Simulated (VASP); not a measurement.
Runs of VASP 6.6.1 on LiGeN. Symmetry: P6_3mc, No. 186, hexagonal system. Conventional cell: a = 3.012 Å, b = 3.012 Å, c = 9.419 Å, α = 90.00°, β = 90.00°, γ = 120.00°. Li (site symmetry 3m) has 3 N at 2.18 Å and 6 Ge at 2.89 to 2.96 Å and 6 Li at 3.01 Å within 3.1 Å. Within 2.7 Å of Ge (site symmetry 3m) lie 3 N at 2.00 Å. Within 2.7 Å of N (site symmetry 3m) lie 3 Ge at 2.00 Å and 3 Li at 2.18 Å. 

```csv
k mesh,gap on the mesh (eV),largest force (eV/Å)
6 × 6 × 2,1.47,0.08
12 × 12 × 4,1.46,0.08
3 × 3 × 1,(a),0.23
12 × 12 × 2,1.46,0.08
6 × 6 × 1,1.46,0.07
```

Alike in all rows: task single point; level PBE; potentials or basis VASP PAW PBE potentials, release 64 (Li_sv, Ge_d, N); no spin polarisation; cell as given; cutoff (eV) 520; smearing methfessel-paxton 0.05 eV.

**Question.** Fill in the values left out.

**Answer.** (a) 2.56.

Caveats: some runs use coarse meshes; an odd mesh through Γ misses points on the zone boundary, where band edges can lie (at least some runs).

A k mesh can miss the band edges, and the runs leave out spin-orbit coupling on Ge.
